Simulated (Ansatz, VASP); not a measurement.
## One calculation of Be2C, two programs

```
Be C
1.0
     2.16046    2.16046    0.00000
    -2.16046    2.16046    0.00000
     0.00000    2.16046    2.16046
Be C
2 1
Direct
  0.25000 0.75000 0.50000
  0.75000 0.25000 0.50000
  0.00000 0.00000 0.00000
```

Alike in both runs: functional r2SCAN; k mesh 14 × 14 × 14; occupations fermi-dirac, width 0.1 eV; no spin polarisation.

Ansatz relaxed the structure, and its values are those at the end. VASP's run is a single point on that final structure, the one shown.

|  | VASP | Ansatz |
| --- | --- | --- |
| version | VASP 6.6.1 | Ansatz 0.2.0 |
| potentials or method | VASP PAW PBE potentials, release 64 (Be, C) | PAW with Ansatz's default frozen-core files, scalar-relativistic |
| plane-wave cutoff (eV) | 660 | 500 |
| valence electrons in the cell | 8 | 8 |

Ansatz gave:

| Quantity | Value |
| --- | --- |
| pressure (GPa) | 0.0 |

Task: Estimate VASP's values.

Result: Pressure (GPa): 0.8.

VASP's potentials were made for PBE, not for r2SCAN. The functional is the same, so the differences come from potentials, cutoffs and numerics.
